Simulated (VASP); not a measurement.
# Sn (I4/mmm) in VASP: a series of runs

The runs below take Sn through single point, with r2SCAN.

All numbers are computed with VASP 6.6.1; they aren't measurements. Logs are shortened: lines on timing, memory, paths and dates and some standing lists are left out, and cuts for length are marked.

## (1) The cell of the first run

It takes space group I4/mmm (No. 139, tetragonal). Conventional cell: a = 3.993 Å, b = 3.993 Å, c = 3.394 Å, α = 90.00°, β = 90.00°, γ = 90.00°. Sn (site symmetry 4/mmm) has 14 Sn at 3.29 to 3.99 Å within 4.3 Å.

## (2) Single point, r2SCAN

POSCAR

```
Sn
1.0
   -1.9965683679      1.9965683679      1.6970831127
    1.9965683679     -1.9965683679      1.6970831127
    1.9965683679      1.9965683679     -1.6970831127
Sn
1
Direct
    0.0000000000      0.0000000000      0.0000000000
```

INCAR.step1

```
SYSTEM = Sn
ALGO = Normal
EDIFF = 1E-4
ENCUT = 520
GGA = PE
ISMEAR = 0
LASPH = .TRUE.
LCHARG = .FALSE.
LREAL = .FALSE.
LWAVE = .TRUE.
NBANDS = 13
NELM = 100
PREC = Accurate
SIGMA = 0.15
```

INCAR.step2

```
SYSTEM = Sn
ALGO = Normal
EDIFF = 1E-6
ENCUT = 520
ISIF = 2
ISMEAR = 0
ISTART = 1
LASPH = .TRUE.
LCHARG = .TRUE.
LELF = .TRUE.
LMIXTAU = .TRUE.
LREAL = .FALSE.
LVHAR = .TRUE.
LWAVE = .FALSE.
METAGGA = R2SCAN
NBANDS = 13
NELM = 100
PREC = Accurate
SIGMA = 0.15
```

KPOINTS

```
k-points
0
G
  24 24 24
  0 0 0
```

Potentials or basis: VASP PAW PBE potentials, release 64 (Sn_d).

The run is started by

```sh
$ cat potpaw_PBE.64/Sn_d/POTCAR > POTCAR
$ cp INCAR.step1 INCAR
$ mpirun -np 1 vasp_std > vasp.out
$ cp INCAR.step2 INCAR
$ mpirun -np 1 vasp_std > vasp.out
```

OUTCAR:

```text
SYSTEM = Sn
   EDIFF = 1E-6
   ENCUT = 520
   ISIF = 2
   ISMEAR = 0
   ISTART = 1
   LASPH = .TRUE.
   LREAL = .FALSE.
   METAGGA = R2SCAN
   NELM = 100
   PREC = Accurate

 ion  position               nearest neighbor table
   1  0.000  0.000  0.000-

  LATTYP: Found a body centered tetragonal cell.
 ALAT       =     3.9931367358
 C/A-ratio  =     0.8500000000

  Lattice vectors:

 A1 = (  -1.9965683679,   1.9965683679,   1.6970831127)
 A2 = (   1.9965683679,  -1.9965683679,   1.6970831127)
 A3 = (   1.9965683679,   1.9965683679,  -1.6970831127)

Analysis of symmetry for initial positions (statically):
=====================================================================
 Subroutine PRICEL returns:
 Original cell was already a primitive cell.

 Routine SETGRP: Setting up the symmetry group for a
 body centered tetragonal supercell.

 Subroutine GETGRP returns: Found 16 space group operations
 (whereof 16 operations were pure point group operations)
 out of a pool of 16 trial point group operations.

The static configuration has the point symmetry D_4h.

Analysis of symmetry for dynamics (positions and initial velocities):
=====================================================================
 Subroutine PRICEL returns:
 Original cell was already a primitive cell.

 Routine SETGRP: Setting up the symmetry group for a
 body centered tetragonal supercell.

 Subroutine GETGRP returns: Found 16 space group operations
 (whereof 16 operations were pure point group operations)
 out of a pool of 16 trial point group operations.

The dynamic configuration has the point symmetry D_4h.

 Subroutine INISYM returns: Found 16 space group operations
 (whereof 16 operations are pure point group operations),
 and found     1 'primitive' translations

----------------------------------------------------------------------------------------

                                     Primitive cell

  volume of cell :      27.0602

  direct lattice vectors                    reciprocal lattice vectors
    -1.996568368  1.996568368  1.697083113     0.000000000  0.250429691  0.294623166
     1.996568368 -1.996568368  1.697083113     0.250429691  0.000000000  0.294623166
     1.996568368  1.996568368 -1.697083113     0.250429691  0.250429691  0.000000000

  length of vectors
     3.294337807  3.294337807  3.294337807     0.386675368  0.386675368  0.354161066

  position of ions in fractional coordinates (direct lattice)
     0.000000000  0.000000000  0.000000000

  ion indices of the primitive-cell ions
   primitive index   ion index
                 1           1

----------------------------------------------------------------------------------------

 KPOINTS: k-points

Automatic generation of k-mesh.
 Grid dimensions read from file:
 generate k-points for:   24   24   24

 Generating k-lattice:

  Cartesian coordinates                     Fractional coordinates (reciprocal lattice)
     0.000000000  0.010434570  0.012275965     0.041666667 -0.000000000  0.000000000
     0.010434570  0.000000000  0.012275965    -0.000000000  0.041666667  0.000000000
     0.010434570  0.010434570  0.000000000     0.000000000  0.000000000  0.041666667

  Length of vectors
     0.016111474  0.016111474  0.014756711

  Shift w.r.t. Gamma in fractional coordinates (k-lattice)
     0.000000000  0.000000000  0.000000000

 Subroutine IBZKPT returns following result:
 ===========================================

 Found   1063 irreducible k-points:

 Following reciprocal coordinates:
            Coordinates               Weight
  0.000000  0.000000  0.000000      1.000000
  0.041667  0.000000  0.000000      8.000000
  0.083333 -0.000000  0.000000      8.000000
  0.125000  0.000000  0.000000      8.000000
  0.166667  0.000000  0.000000      8.000000
  0.208333  0.000000 -0.000000      8.000000
[... 16 lines left out ...]
  0.416667  0.041667  0.000000     16.000000
  0.458333  0.041667 -0.000000     16.000000
 [... further k-points ...]
   k-points           NKPTS =   1063   k-points in BZ     NKDIM =   1063   number of bands    NBANDS=     13
   number of dos      NEDOS =    301   number of ions     NIONS =      1
   total plane-waves  NPLWV =  21952
   dimension x,y,z NGX =    28 NGY =   28 NGZ =   28
   dimension x,y,z NGXF=    56 NGYF=   56 NGZF=   56
   ions per type =               1
   NGX,Y,Z   is equivalent  to a cutoff of  14.13, 14.13, 14.13 a.u.
   NGXF,Y,Z  is equivalent  to a cutoff of  28.26, 28.26, 28.26 a.u.
 SYSTEM =  Sn
   PREC   = accura    normal or accurate (medium, high low for compatibility)
   ISTART =      1    job   : 0-new  1-cont  2-samecut
   ICHARG =      0    charge: 1-file 2-atom 10-const
   ISPIN  =      1    spin polarized calculation?
   LNONCOLLINEAR =      F non collinear calculations
   LSORBIT =      F    spin-orbit coupling
   LASPH  =      T    aspherical Exc in radial PAW
   ENCUT  =  520.0 eV  38.22 Ry    6.18 a.u.   6.13  6.13  6.13*2*pi/ulx,y,z
   NELM   =    100;   NELMIN=  2; NELMDL=  0     # of ELM steps
   EDIFF  = 0.1E-05   stopping-criterion for ELM
   LREAL  =      F    real-space projection
   EDIFFG = 0.1E-04   stopping-criterion for IOM
   NSW    =      0    number of steps for IOM
   IBRION =     -1    ionic relax: 0-MD 1-quasi-New 2-CG
   NFREE  =      0    steps in history (QN), initial steepest desc. (CG)
   ISIF   =      2    stress and relaxation
   ISYM   =      2    0-nonsym 1-usesym 2-fastsym
   POTIM  = 0.5000    time-step for ionic-motion
   TEBEG  =    0.0;   TEEND  =   0.0 temperature during run
   PSTRESS=    0.0 pullay stress
   NELECT =      14.0000    total number of electrons
   NUPDOWN=      -1.0000    fix difference up-down
   EMIN   =  10.00;   EMAX   =-10.00  energy-range for DOS
   EFERMI =   0.00;   METHOD = LEGACY
   ISMEAR =     0;   SIGMA  =   0.15  broadening in eV -4-tet -1-fermi 0-gaus
   EFERMI_NEDOS =   21; number of points for ismear=-14 and -15
   IALGO  =     38    algorithm
   IMIX   =      4    mixing-type and parameters
     AMIX     =   0.40;   BMIX     =  1.00
     AMIX_MAG =   1.60;   BMIX_MAG =  1.00
  volume/ion in A,a.u.               =      27.06       182.61
  Fermi-wavevector in a.u.,A,eV,Ry     =   1.314237  2.483548 23.500239  1.727219
  Thomas-Fermi vector in A             =   2.444504
   LORBIT       =      0    0 simple, 1 ext, 2 COOP (PROOUT), +10 PAW based schemes
   METAGGA = R2SCAN    functional components
   LHFCALC =     F    Hartree Fock is set to
   AEXX    =    0.0000 exact exchange contribution
   IVDW    =     0    specifies the selected vdW correction
   LEPSILON=     F    determine dielectric tensor
   LRPA    =     F    only Hartree local field effects (RPA)
 non-spin polarized calculation
 Gauss-broadening in eV      SIGMA  =   0.15
  energy-cutoff  :      520.00
  volume of cell :       27.06
 maximum number of plane-waves:       766
 NGX is ok and might be reduce to    28
   NGX = 13   NGY = 13   NGZ = 13

 number of electron      13.9999997 magnetization

 Free energy of the ion-electron system (eV)
  ---------------------------------------------------
  ext. energy  EPLUGINS =         0.00000000
  ---------------------------------------------------
  free energy    TOTEN  =       -24.51925254 eV

  energy without entropy =      -24.51309404  energy(sigma->0) =      -24.51617329

 E-fermi :   8.1061     XC(G=0): -11.2767

 val. band max:        8.1030093630   @ k =   0.2917   0.2083   0.0417
 cond. band min:       8.1088184015   @ k =  -0.2917   0.3333   0.2500
 fundamental gap:      0.0058090385
 Fermi energy:         8.1061290487

 k-point     1 :       0.0000    0.0000    0.0000
  band No.  band energies     occupation
      1     -14.2101      2.00000
      2     -14.1425      2.00000
      3     -14.1425      2.00000
      4     -14.0962      2.00000
      5     -13.9999      2.00000
      6      -3.6206      2.00000
      7      15.6379      0.00000
      8      15.6379      0.00000
      9      17.7411      0.00000
     10      19.1911      0.00000
     11      20.9568      0.00000
     12      21.1295      0.00000
     13      21.1295      0.00000

 k-point     2 :       0.0417    0.0000    0.0000
  band No.  band energies     occupation
      1     -14.2081      2.00000
      2     -14.1420      2.00000
      3     -14.1418      2.00000
      4     -14.0947      2.00000
      5     -14.0009      2.00000
      6      -3.5775      2.00000
      7      15.4607      0.00000
      8      15.5127      0.00000
      9      17.4464      0.00000
     10      19.3605      0.00000
     11      20.5219      0.00000
     12      20.7956      0.00000
     13      21.2788      0.00000

 k-point     3 :       0.0833   -0.0000    0.0000
  band No.  band energies     occupation
      1     -14.2030      2.00000
      2     -14.1410      2.00000
      3     -14.1384      2.00000
      4     -14.0901      2.00000
      5     -14.0040      2.00000
      6      -3.4480      2.00000
      7      15.0255      0.00000
      8      15.1363      0.00000
      9      16.6494      0.00000
     10      19.4861      0.00000
     11      19.8076      0.00000
     12      20.5506      0.00000
     13      21.6483      0.00000

 k-point     4 :       0.1250    0.0000    0.0000
  band No.  band energies     occupation
      1     -14.1988      2.00000
      2     -14.1401      2.00000
      3     -14.1294      2.00000
      4     -14.0823      2.00000
      5     -14.0087      2.00000
      6      -3.2319      2.00000
      7      14.4185      0.00000
      8      14.4800      0.00000
      9      15.7147      0.00000
     10      18.9991      0.00000
     11      19.1515      0.00000
     12      21.1281      0.00000
     13      21.7083      0.00000

 k-point     5 :       0.1667    0.0000    0.0000
  band No.  band energies     occupation
      1     -14.1987      2.00000
      2     -14.1403      2.00000
      3     -14.1121      2.00000
      4     -14.0714      2.00000
      5     -14.0145      2.00000
      6      -2.9290      2.00000
      7      13.2527      0.00000
      8      13.9111      0.00000
      9      15.0292      0.00000
     10      18.3812      0.00000
     11      18.5423      0.00000
     12      21.6540      0.00000
     13      22.0280      0.00000
[... 257 lines left out ...]
 k-point    22 :       0.3750    0.0417    0.0000
  band No.  band energies     occupation
      1     -14.2332      2.00000
      2     -14.1634      2.00000
      3     -14.0413      2.00000
      4     -13.9926      2.00000
      5     -13.9650      2.00000
      6       0.3614      2.00000
      7       5.6484      2.00000
      8      11.5026      0.00000
      9      12.9929      0.00000
     10      16.3138      0.00000
     11      16.4119      0.00000
     12      21.9691      0.00000
     13      27.3345      0.00000

 k-point    23 :       0.4167    0.0417    0.0000
  band No.  band energies     occupation
      1     -14.2372      2.00000
      2     -14.1671      2.00000
      3     -14.0426      2.00000
      4     -13.9861      2.00000
      5     -13.9494      2.00000
      6       1.1729      2.00000
      7       4.5263      2.00000
      8      11.2871      0.00000
      9      12.8371      0.00000
     10      16.1419      0.00000
     11      16.3633      0.00000
     12      22.3240      0.00000
     13      26.7927      0.00000

 k-point    24 :       0.4583    0.0417   -0.0000
  band No.  band energies     occupation
      1     -14.2391      2.00000
      2     -14.1690      2.00000
      3     -14.0430      2.00000
      4     -13.9836      2.00000
      5     -13.9411      2.00000
      6       1.8753      2.00000
      7       3.6759      2.00000
      8      11.1572      0.00000
      9      12.7566      0.00000
     10      16.0406      0.00000
     11      16.3937      0.00000
     12      22.6882      0.00000
     13      26.3122      0.00000

 [... further k-points ...]
[... 5 lines left out ...]
  --------------------------------------------------------------------------------------
  -------------------------------------------------------------------------------------
  Total        0.0302420      0.0302420     -0.0105040      0.0000000      0.0000000      0.0000000
  in kB        1.7905654      1.7905654     -0.6219190      0.0000000      0.0000000      0.0000000
  external PRESSURE =       0.9864039 kB  Pullay stress =       0.0000000 kB

 VOLUME and BASIS-vectors are now :
 -----------------------------------------------------------------------------
  energy-cutoff  :      520.00
  volume of cell :       27.06
      direct lattice vectors                 reciprocal lattice vectors
    -1.996568368  1.996568368  1.697083113     0.000000000  0.250429691  0.294623166
     1.996568368 -1.996568368  1.697083113     0.250429691  0.000000000  0.294623166
     1.996568368  1.996568368 -1.697083113     0.250429691  0.250429691  0.000000000

 POSITION                                       TOTAL-FORCE (eV/Angst)
 -----------------------------------------------------------------------------------
      0.00000      0.00000      0.00000         0.000000     -0.000000      0.000000
 -----------------------------------------------------------------------------------
    total drift:                               -0.000000     -0.000000     -0.000000

  FREE ENERGIE OF THE ION-ELECTRON SYSTEM (eV)
  ---------------------------------------------------
  free  energy   TOTEN  =       -24.5192525405 eV

  energy  without entropy=      -24.5130940413  energy(sigma->0) =      -24.51617329
```

Wall time 10 min (1 thread of Intel Xeon 6975P-C (Granite Rapids), shared host); peak memory 0.46 GiB.

What came out:

| Property | Result |
| --- | --- |
| Free energy | -24.5193 eV |
| Pressure | 0.1 GPa |
| Band gap on the k mesh | zero (bands 7 and 8 overlap by 9.91 eV) |

Stress tensor (GPa, compression positive):
```
 0.18  0.00  0.00
 0.00  0.18  0.00
 0.00  0.00 -0.06
```

Caveat: the PAW data sets were made with another functional, which shifts forces and pressure a little; spin-orbit coupling is left out, which moves the levels of the heavy elements.

## (3) Single point, r2SCAN

POSCAR

```
Sn
1.0
   -1.7797680771      1.7797680771      2.1357216925
    1.7797680771     -1.7797680771      2.1357216925
    1.7797680771      1.7797680771     -2.1357216925
Sn
1
Direct
    0.0000000000      0.0000000000      0.0000000000
```

INCAR.step1

```
SYSTEM = Sn
PREC = Accurate ; ENCUT = 520
ISMEAR = 0 ; SIGMA = 0.15
LREAL = .FALSE. ; LASPH = .TRUE.
NELM = 100 ; NBANDS = 13
GGA = PE ; ALGO = Normal
EDIFF = 1E-4 ; LWAVE = .TRUE.
LCHARG = .FALSE.
```

INCAR.step2

```
SYSTEM = Sn
PREC = Accurate ; ENCUT = 520
EDIFF = 1E-6 ; ISMEAR = 0
SIGMA = 0.15 ; LREAL = .FALSE.
LASPH = .TRUE. ; NELM = 100
ALGO = Normal ; ISIF = 2
LWAVE = .FALSE. ; LCHARG = .TRUE.
METAGGA = R2SCAN ; LMIXTAU = .TRUE.
LELF = .TRUE. ; LVHAR = .TRUE.
NBANDS = 13 ; ISTART = 1
```

KPOINTS

```
regular mesh
0
G
  24 24 24
  0 0 0
```

Potentials or basis: VASP PAW PBE potentials, release 64 (Sn_d).

The run is started by

```sh
$ cat potpaw_PBE.64/Sn_d/POTCAR > POTCAR
$ cp INCAR.step1 INCAR
$ mpirun -np 1 vasp_std > vasp.out
$ cp INCAR.step2 INCAR
$ mpirun -np 1 vasp_std > vasp.out
```

It took 10 min on 1 thread of Intel Xeon 6975P-C (Granite Rapids), shared host; peak memory 0.45 GiB.

Results (log left out):

* Free energy: -24.5091 eV
* Pressure: 0.2 GPa
* Band gap on the k mesh: zero (bands 7 and 8 overlap by 10.53 eV)

Stress tensor (GPa, compression positive):
```
 0.32  0.00  0.00
 0.00  0.32  0.00
 0.00  0.00 -0.04
```

Levels at points of the mesh, in eV from the Fermi level:
| k point | band 4 | band 5 | band 6 | band 7 | band 8 | band 9 | band 10 | band 11 |
| --- | --- | --- | --- | --- | --- | --- | --- | --- |
| (0.00, 0.00, 0.00) | -22.23 | -22.16 | -11.76 | 8.03 | 8.40 | 8.40 | 11.59 | 12.39 |
| (0.50, 0.00, 0.00) | -22.15 | -22.10 | -7.02 | -4.91 | 4.77 | 6.69 | 9.62 | 9.82 |
| (0.50, 0.50, 0.00) | -22.14 | -22.07 | -5.83 | -4.41 | 2.53 | 3.73 | 6.85 | 7.00 |
| (0.50, 0.50, 0.50) | -22.09 | -22.09 | -3.29 | -2.73 | 0.71 | 0.71 | 4.48 | 4.96 |

Caveat: the PAW data sets were made with another functional, which shifts forces and pressure a little; spin-orbit coupling is left out, which moves the levels of the heavy elements.
